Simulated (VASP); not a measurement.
# CdF2 (I4/mmm) in VASP: further runs

CdF2 is run at these levels: PBEsol; tasks: single point.

Everything below comes from runs of VASP 6.6.1. Logs are shortened: lines on timing, memory, paths and dates and some standing lists are left out, and cuts for length are marked.

## 1. The cell of the first run

It takes space group I4/mmm (No. 139, tetragonal). Conventional cell: a = 3.641 Å, b = 3.641 Å, c = 4.946 Å, α = 90.00°, β = 90.00°, γ = 90.00°. Cd (site symmetry 4/mmm) has 8 F at 2.20 Å within 2.9 Å. F (site symmetry -4m2) has 4 Cd at 2.20 Å and 6 F at 2.47 to 2.57 Å within 2.9 Å.

## 2. Single point, PBEsol (10.93 Å³/atom)

INCAR

```
SYSTEM = CdF2
PREC     = Accurate       ! precision mode
ENCUT    = 520            ! plane-wave cutoff, eV
EDIFF    = 1E-6           ! SCF threshold, eV
ISMEAR   = 0              ! smearing method
SIGMA    = 0.05           ! smearing width, eV
LREAL    = .FALSE.        ! projectors in reciprocal space
LASPH    = .TRUE.         ! aspherical terms in the spheres
NELM     = 100            ! most SCF steps
ALGO     = Normal         ! electronic algorithm
ISIF     = 2              ! what is computed and relaxed
LWAVE    = .FALSE.        ! write WAVECAR
LCHARG   = .TRUE.         ! write CHGCAR
GGA      = PS             ! functional
LELF     = .TRUE.         ! ELF
LVHAR    = .TRUE.       
NBANDS   = 20             ! bands
```

KPOINTS

```
regular mesh
0
G
  8 8 8
  0 0 0
```

POSCAR

```
CdF2
1.0
    0.0000000000      2.5742746983      2.4731057027
    2.5742746983      0.0000000000      2.4731057027
    2.5742746983      2.5742746983      0.0000000000
Cd F
1 2
Direct
    0.0000000000      0.0000000000      0.0000000000
    0.2500000000      0.2500000000      0.2500000000
    0.7500000000      0.7500000000      0.7500000000
```

Potentials or basis: VASP PAW PBE potentials, release 64 (Cd, F).

Run with:

```sh
$ cat potpaw_PBE.64/Cd/POTCAR potpaw_PBE.64/F/POTCAR > POTCAR
$ mpirun -np 1 vasp_std > vasp.out
```

OUTCAR:

```text
SYSTEM = CdF2
   PREC = Accurate
   ENCUT = 520
   EDIFF = 1E-6
   ISMEAR = 0
   LREAL = .FALSE.
   LASPH = .TRUE.
   NELM = 100
   ISIF = 2
   GGA = PS

 ion  position               nearest neighbor table
   1  0.000  0.000  0.000-   3 2.20   3 2.20   3 2.20   2 2.20   3 2.20   2 2.20   2 2.20   2 2.20

   2  0.250  0.250  0.250-   1 2.20   1 2.20   1 2.20   1 2.20
   3  0.750  0.750  0.750-   1 2.20   1 2.20   1 2.20   1 2.20

  LATTYP: Found a body centered tetragonal cell.
 ALAT       =     3.6405741916
 C/A-ratio  =     1.3586349694

  Lattice vectors:

 A1 = (   0.0000000000,  -2.5742746983,  -2.4731057027)
 A2 = (   0.0000000000,   2.5742746983,  -2.4731057027)
 A3 = (   2.5742746983,   0.0000000000,   2.4731057027)

Analysis of symmetry for initial positions (statically):
=====================================================================
 Subroutine PRICEL returns:
 Original cell was already a primitive cell.

 Routine SETGRP: Setting up the symmetry group for a
 body centered tetragonal supercell.

 Subroutine GETGRP returns: Found 16 space group operations
 (whereof 16 operations were pure point group operations)
 out of a pool of 16 trial point group operations.

The static configuration has the point symmetry D_4h.

Analysis of symmetry for dynamics (positions and initial velocities):
=====================================================================
 Subroutine PRICEL returns:
 Original cell was already a primitive cell.

 Routine SETGRP: Setting up the symmetry group for a
 body centered tetragonal supercell.

 Subroutine GETGRP returns: Found 16 space group operations
 (whereof 16 operations were pure point group operations)
 out of a pool of 16 trial point group operations.

The dynamic configuration has the point symmetry D_4h.

 Subroutine INISYM returns: Found 16 space group operations
 (whereof 16 operations are pure point group operations),
 and found     1 'primitive' translations

----------------------------------------------------------------------------------------

                                     Primitive cell

  volume of cell :      32.7780

  direct lattice vectors                    reciprocal lattice vectors
     0.000000000  2.574274698  2.473105703    -0.194229466  0.194229466  0.202174941
     2.574274698  0.000000000  2.473105703     0.194229466 -0.194229466  0.202174941
     2.574274698  2.574274698  0.000000000     0.194229466  0.194229466 -0.202174941

  length of vectors
     3.569753778  3.569753778  3.640574192     0.341064331  0.341064331  0.341064331

  position of ions in fractional coordinates (direct lattice)
     0.000000000  0.000000000  0.000000000
     0.250000000  0.250000000  0.250000000
     0.750000000  0.750000000  0.750000000

  ion indices of the primitive-cell ions
   primitive index   ion index
                 1           1
                 2           2
                 3           3

----------------------------------------------------------------------------------------

 KPOINTS: regular mesh

Automatic generation of k-mesh.
 Grid dimensions read from file:
 generate k-points for:    8    8    8

 Generating k-lattice:

  Cartesian coordinates                     Fractional coordinates (reciprocal lattice)
    -0.024278683  0.024278683  0.025271868     0.125000000  0.000000000  0.000000000
     0.024278683 -0.024278683  0.025271868     0.000000000  0.125000000  0.000000000
     0.024278683  0.024278683 -0.025271868    -0.000000000 -0.000000000  0.125000000

  Length of vectors
     0.042633041  0.042633041  0.042633041

  Shift w.r.t. Gamma in fractional coordinates (k-lattice)
     0.000000000  0.000000000  0.000000000

 Subroutine IBZKPT returns following result:
 ===========================================

 Found     59 irreducible k-points:

 Following reciprocal coordinates:
            Coordinates               Weight
  0.000000  0.000000  0.000000      1.000000
  0.125000  0.000000  0.000000      8.000000
  0.250000  0.000000  0.000000      8.000000
  0.375000  0.000000  0.000000      8.000000
  0.500000  0.000000  0.000000      4.000000
  0.125000  0.125000  0.000000      2.000000
[... 16 lines left out ...]
  0.250000  0.000000  0.125000     16.000000
  0.375000 -0.000000  0.125000     16.000000
 [... further k-points ...]
   k-points           NKPTS =     59   k-points in BZ     NKDIM =     59   number of bands    NBANDS=     20
   number of dos      NEDOS =    301   number of ions     NIONS =      3
   total plane-waves  NPLWV =  21952
   dimension x,y,z NGX =    28 NGY =   28 NGZ =   28
   dimension x,y,z NGXF=    56 NGYF=   56 NGZF=   56
   ions per type =               1   2
   NGX,Y,Z   is equivalent  to a cutoff of  13.04, 13.04, 12.79 a.u.
   NGXF,Y,Z  is equivalent  to a cutoff of  26.08, 26.08, 25.57 a.u.
 SYSTEM =  CdF2
   PREC   = accura    normal or accurate (medium, high low for compatibility)
   ISTART =      0    job   : 0-new  1-cont  2-samecut
   ICHARG =      2    charge: 1-file 2-atom 10-const
   ISPIN  =      1    spin polarized calculation?
   LNONCOLLINEAR =      F non collinear calculations
   LSORBIT =      F    spin-orbit coupling
   LASPH  =      T    aspherical Exc in radial PAW
   ENCUT  =  520.0 eV  38.22 Ry    6.18 a.u.   6.64  6.64  6.77*2*pi/ulx,y,z
   NELM   =    100;   NELMIN=  2; NELMDL= -5     # of ELM steps
   EDIFF  = 0.1E-05   stopping-criterion for ELM
   LREAL  =      F    real-space projection
   EDIFFG = 0.1E-04   stopping-criterion for IOM
   NSW    =      0    number of steps for IOM
   IBRION =     -1    ionic relax: 0-MD 1-quasi-New 2-CG
   NFREE  =      0    steps in history (QN), initial steepest desc. (CG)
   ISIF   =      2    stress and relaxation
   ISYM   =      2    0-nonsym 1-usesym 2-fastsym
   POTIM  = 0.5000    time-step for ionic-motion
   TEBEG  =    0.0;   TEEND  =   0.0 temperature during run
   PSTRESS=    0.0 pullay stress
   NELECT =      26.0000    total number of electrons
   NUPDOWN=      -1.0000    fix difference up-down
   EMIN   =  10.00;   EMAX   =-10.00  energy-range for DOS
   EFERMI =   0.00;   METHOD = LEGACY
   ISMEAR =     0;   SIGMA  =   0.05  broadening in eV -4-tet -1-fermi 0-gaus
   EFERMI_NEDOS =   21; number of points for ismear=-14 and -15
   IALGO  =     38    algorithm
   IMIX   =      4    mixing-type and parameters
     AMIX     =   0.40;   BMIX     =  1.00
     AMIX_MAG =   1.60;   BMIX_MAG =  1.00
  volume/ion in A,a.u.               =      10.93        73.73
  Fermi-wavevector in a.u.,A,eV,Ry     =   1.515439  2.863764 31.246533  2.296555
  Thomas-Fermi vector in A             =   2.624963
   LORBIT       =      0    0 simple, 1 ext, 2 COOP (PROOUT), +10 PAW based schemes
   GGA     = PS    functional components
   LHFCALC =     F    Hartree Fock is set to
   AEXX    =    0.0000 exact exchange contribution
   IVDW    =     0    specifies the selected vdW correction
   LEPSILON=     F    determine dielectric tensor
   LRPA    =     F    only Hartree local field effects (RPA)
 non-spin polarized calculation
 Gauss-broadening in eV      SIGMA  =   0.05
  energy-cutoff  :      520.00
  volume of cell :       32.78
 maximum number of plane-waves:       909
   NGX = 13   NGY = 13   NGZ = 13

 number of electron      25.9999986 magnetization

 Free energy of the ion-electron system (eV)
  ---------------------------------------------------
  ext. energy  EPLUGINS =         0.00000000
  ---------------------------------------------------
  free energy    TOTEN  =       -11.03789977 eV

  energy without entropy =      -11.03789977  energy(sigma->0) =      -11.03789977

 E-fermi :   0.3500     XC(G=0): -11.7282

 val. band max:        0.1358448893   @ k =  -0.2500   0.5000   0.2500
 cond. band min:       3.6072233461   @ k =   0.0000   0.0000   0.0000
 fundamental gap:      3.4713784567
 Fermi energy:         0.3500445695

 k-point     1 :       0.0000    0.0000    0.0000
  band No.  band energies     occupation
      1     -21.8156      2.00000
      2     -20.0558      2.00000
      3      -6.3972      2.00000
      4      -6.3902      2.00000
      5      -6.3902      2.00000
      6      -4.2402      2.00000
[... 12 lines left out ...]
     19      20.5347      0.00000
     20      21.5447      0.00000

 k-point     2 :       0.1250    0.0000    0.0000
  band No.  band energies     occupation
      1     -21.7368      2.00000
      2     -20.1317      2.00000
      3      -6.3061      2.00000
      4      -6.3027      2.00000
      5      -6.1445      2.00000
      6      -4.2885      2.00000
[... 12 lines left out ...]
     19      20.2302      0.00000
     20      21.1696      0.00000

 k-point     3 :       0.2500    0.0000    0.0000
  band No.  band energies     occupation
      1     -21.5242      2.00000
      2     -20.3316      2.00000
      3      -6.1088      2.00000
      4      -6.0784      2.00000
      5      -5.4681      2.00000
      6      -4.3381      2.00000
[... 12 lines left out ...]
     19      20.4702      0.00000
     20      21.3638      0.00000

 k-point     4 :       0.3750    0.0000    0.0000
  band No.  band energies     occupation
      1     -21.2353      2.00000
      2     -20.5992      2.00000
      3      -5.9409      2.00000
      4      -5.8704      2.00000
      5      -4.5443      2.00000
      6      -4.2423      2.00000
[... 12 lines left out ...]
     19      19.8521      0.00000
     20      20.6999      0.00000

 k-point     5 :       0.5000    0.0000    0.0000
  band No.  band energies     occupation
      1     -20.9867      2.00000
      2     -20.8365      2.00000
      3      -5.8884      2.00000
      4      -5.7984      2.00000
      5      -4.1708      2.00000
      6      -4.0828      2.00000
[... 12 lines left out ...]
     19      19.5589      0.00000
     20      20.2264      0.00000

 k-point     6 :       0.1250    0.1250    0.0000
  band No.  band energies     occupation
      1     -21.6994      2.00000
      2     -20.1704      2.00000
      3      -6.2806      2.00000
      4      -6.2806      2.00000
      5      -6.0322      2.00000
      6      -4.3880      2.00000
[... 12 lines left out ...]
     19      20.6617      0.00000
     20      21.4619      0.00000

 k-point     7 :       0.2500    0.1250    0.0000
  band No.  band energies     occupation
      1     -21.5250      2.00000
      2     -20.3327      2.00000
      3      -6.1111      2.00000
      4      -6.0828      2.00000
      5      -5.4972      2.00000
      6      -4.6222      2.00000
[... 12 lines left out ...]
     19      20.4963      0.00000
     20      22.8818      0.00000
[... 277 lines left out ...]
 k-point    20 :      -0.3750    0.3750    0.0000
  band No.  band energies     occupation
      1     -20.8838      2.00000
      2     -20.8551      2.00000
      3      -6.1145      2.00000
      4      -5.0106      2.00000
      5      -4.8378      2.00000
      6      -4.6255      2.00000
[... 12 lines left out ...]
     19      21.5939      0.00000
     20      22.4142      0.00000

 k-point    21 :       0.5000    0.5000    0.0000
  band No.  band energies     occupation
      1     -20.9508      2.00000
      2     -20.7739      2.00000
      3      -6.4686      2.00000
      4      -4.7823      2.00000
      5      -4.7823      2.00000
      6      -4.0648      2.00000
[... 12 lines left out ...]
     19      21.5237      0.00000
     20      21.8265      0.00000

 k-point    22 :       0.1250    0.0000    0.1250
  band No.  band energies     occupation
      1     -21.7184      2.00000
      2     -20.1457      2.00000
      3      -6.2872      2.00000
      4      -6.2612      2.00000
      5      -6.0605      2.00000
      6      -4.4405      2.00000
[... 12 lines left out ...]
     19      20.9631      0.00000
     20      21.5013      0.00000

 k-point    23 :       0.2500    0.0000    0.1250
  band No.  band energies     occupation
      1     -21.5613      2.00000
      2     -20.2884      2.00000
      3      -6.1033      2.00000
      4      -6.0765      2.00000
      5      -5.5364      2.00000
      6      -4.6701      2.00000
[... 12 lines left out ...]
     19      21.1713      0.00000
     20      22.5559      0.00000

 k-point    24 :       0.3750   -0.0000    0.1250
  band No.  band energies     occupation
      1     -21.3118      2.00000
      2     -20.5139      2.00000
      3      -5.9003      2.00000
      4      -5.8644      2.00000
      5      -4.7621      2.00000
      6      -4.6641      2.00000
[... 12 lines left out ...]
     19      20.6193      0.00000
     20      22.4558      0.00000

 [... further k-points ...]

------------------------ aborting loop because EDIFF is reached ----------------------------------------

  FORCE on cell =-STRESS in cart. coord.  units (eV):
  Direction    XX          YY          ZZ          XY          YZ          ZX
  --------------------------------------------------------------------------------------
  -------------------------------------------------------------------------------------
  Total        5.9945896      5.9945896      6.9827027      0.0000000      0.0000000      0.0000000
  in kB      293.0134718    293.0134718    341.3120991      0.0000000      0.0000000      0.0000000
  external PRESSURE =     309.1130142 kB  Pullay stress =       0.0000000 kB

 VOLUME and BASIS-vectors are now :
 -----------------------------------------------------------------------------
  energy-cutoff  :      520.00
  volume of cell :       32.78
      direct lattice vectors                 reciprocal lattice vectors
     0.000000000  2.574274698  2.473105703    -0.194229466  0.194229466  0.202174941
     2.574274698  0.000000000  2.473105703     0.194229466 -0.194229466  0.202174941
     2.574274698  2.574274698  0.000000000     0.194229466  0.194229466 -0.202174941

 POSITION                                       TOTAL-FORCE (eV/Angst)
 -----------------------------------------------------------------------------------
      0.00000      0.00000      0.00000         0.000000     -0.000000     -0.000000
      1.28714      1.28714      1.23655        -0.000000      0.000000      0.000000
      3.86141      3.86141      3.70966        -0.000000     -0.000000     -0.000000
 -----------------------------------------------------------------------------------
    total drift:                                0.000000      0.000000      0.000000

  FREE ENERGIE OF THE ION-ELECTRON SYSTEM (eV)
  ---------------------------------------------------
  free  energy   TOTEN  =       -11.0378997659 eV

  energy  without entropy=      -11.0378997659  energy(sigma->0) =      -11.03789977
```

It took 59 s on 1 thread of Intel Xeon 8259CL, shared host; peak memory 0.18 GiB.

What came out:

- Free energy: -11.0379 eV
- Pressure: 30.9 GPa
- Band gap on the k mesh: 3.47 eV (least direct gap 3.66 eV)

Caveat: the cell stands under pressure; the PAW data sets were made with another functional, which shifts forces and pressure a little.

## 3. Single point, PBEsol (10.93 Å³/atom)

INCAR

```
SYSTEM = CdF2
ALGO = Normal
EDIFF = 1E-7
ENCUT = 520
GGA = PS
ISIF = 2
ISMEAR = 0
LASPH = .TRUE.
LCHARG = .TRUE.
LELF = .TRUE.
LREAL = .FALSE.
LVHAR = .TRUE.
LWAVE = .FALSE.
NBANDS = 20
NELM = 80
PREC = Accurate
SIGMA = 0.05
```

KPOINTS

```
k-points
0
G
  8 8 8
  0 0 0
```

POSCAR

```
CdF2
1.0
    0.0000000000      2.6088568604      2.4079748821
    2.6088568604      0.0000000000      2.4079748821
    2.6088568604      2.6088568604      0.0000000000
Cd F
1 2
Direct
    0.0000000000      0.0000000000      0.0000000000
    0.2500000000      0.2500000000      0.2500000000
    0.7500000000      0.7500000000      0.7500000000
```

Potentials or basis: VASP PAW PBE potentials, release 64 (Cd, F).

Run with:

```sh
$ cat potpaw_PBE.64/Cd/POTCAR potpaw_PBE.64/F/POTCAR > POTCAR
$ mpirun -np 1 vasp_std > vasp.out
```

Wall time 75 s (1 thread of Intel Xeon 8259CL, shared host); peak memory 0.18 GiB.

Results (log left out):

| Property | Result |
| --- | --- |
| Free energy | -10.9972 eV |
| Pressure | 30.8 GPa |
| Band gap on the k mesh | 3.35 eV (least direct gap 3.58 eV) |

Stress tensor (GPa, compression positive):
```
27.37  0.00  0.00
 0.00 27.37  0.00
 0.00  0.00 37.53
```

Levels at points of the mesh, in eV from the valence-band top:
```
           k point  band 11  band 12  band 13  band 14  band 15  band 16
(0.00, 0.00, 0.00)    -0.54    -0.23    -0.23     3.35    13.09    13.19
(0.50, 0.00, 0.00)    -2.62    -0.35    -0.33     8.27     9.23    15.38
(0.50, 0.50, 0.00)    -0.58    -0.25    -0.25     8.83    10.21    12.15
(0.50, 0.00, 0.50)    -1.18    -0.26    -0.02     9.26    10.33    11.83
```

Caveat: the cell stands under pressure; the PAW data sets were made with another functional, which shifts forces and pressure a little. A k mesh can miss the band edges.

## 4. Single point, PBEsol (11.97 Å³/atom)

This run uses another cell than the first one, of 11.97 Å³/atom.

INCAR

```
SYSTEM = CdF2
PREC = Accurate ; ENCUT = 520
EDIFF = 1E-6 ; ISMEAR = 0
SIGMA = 0.05 ; LREAL = .FALSE.
LASPH = .TRUE. ; NELM = 80
ALGO = Normal ; ISIF = 2
LWAVE = .FALSE. ; LCHARG = .TRUE.
GGA = PS ; LELF = .TRUE.
LVHAR = .TRUE. ; NBANDS = 20
```

KPOINTS

```
Automatic mesh
0
G
  8 8 8
  0 0 0
```

POSCAR

```
CdF2
1.0
    0.0000000000      2.6891365291      2.4820730164
    2.6891365291      0.0000000000      2.4820730164
    2.6891365291      2.6891365291      0.0000000000
Cd F
1 2
Direct
    0.0000000000      0.0000000000      0.0000000000
    0.2500000000      0.2500000000      0.2500000000
    0.7500000000      0.7500000000      0.7500000000
```

Run with:

```sh
$ cat potpaw_PBE.64/Cd/POTCAR potpaw_PBE.64/F/POTCAR > POTCAR
$ mpirun -np 1 vasp_std > vasp.out
```

Wall time 64 s (1 thread of Intel Xeon 8259CL, shared host); peak memory 0.18 GiB.

It converged, with:

```yaml
Free_energy: -11.4096 eV
Pressure: 12.2 GPa
Band_gap_on_the_k_mesh: 3.00 eV (least direct gap 3.42 eV)
```

Stress tensor (GPa, compression positive):
```
 9.00  0.00  0.00
 0.00  9.00  0.00
 0.00  0.00 18.69
```

Levels at points of the mesh, in eV from the valence-band top:
| k point | band 10 | band 11 | band 12 | band 13 | band 14 | band 15 | band 16 | band 17 |
| --- | --- | --- | --- | --- | --- | --- | --- | --- |
| (0.00, 0.00, 0.00) | -0.80 | -0.71 | -0.42 | -0.42 | 3.00 | 12.67 | 12.83 | 12.83 |
| (0.50, 0.00, 0.00) | -2.44 | -2.22 | -0.47 | -0.44 | 7.53 | 8.99 | 14.59 | 15.29 |
| (0.50, 0.50, 0.00) | -3.17 | -0.41 | -0.27 | -0.27 | 8.15 | 9.68 | 11.88 | 14.44 |
| (0.50, 0.00, 0.50) | -3.39 | -0.95 | -0.30 | -0.01 | 8.46 | 9.78 | 11.70 | 14.39 |

Caveat: the cell stands under pressure; the PAW data sets were made with another functional, which shifts forces and pressure a little.

## 5. Overview

```csv
cell,gap on the mesh (eV),pressure (GPa)
"a = 3.570, b = 3.570, c = 3.641 Å, angles 59.3, 59.3, 61.3°, 3 atoms",3.47,30.9
"a = 3.550, b = 3.550, c = 3.689 Å, angles 58.7, 58.7, 62.6°, 3 atoms",3.35,30.8
"a = 3.660, b = 3.660, c = 3.803 Å, angles 58.7, 58.7, 62.6°, 3 atoms",3.00,12.2
```

Alike in all rows: task single point; level PBEsol; potentials or basis VASP PAW PBE potentials, release 64 (Cd, F); no spin polarisation; k mesh 8 × 8 × 8; cutoff (eV) 520; smearing gaussian 0.05 eV.

Caveats: the cell stands under pressure; the PAW data sets were made with another functional, which shifts forces and pressure a little.

Total energies depend on the potentials used, so only differences within one code and one set of settings carry meaning.
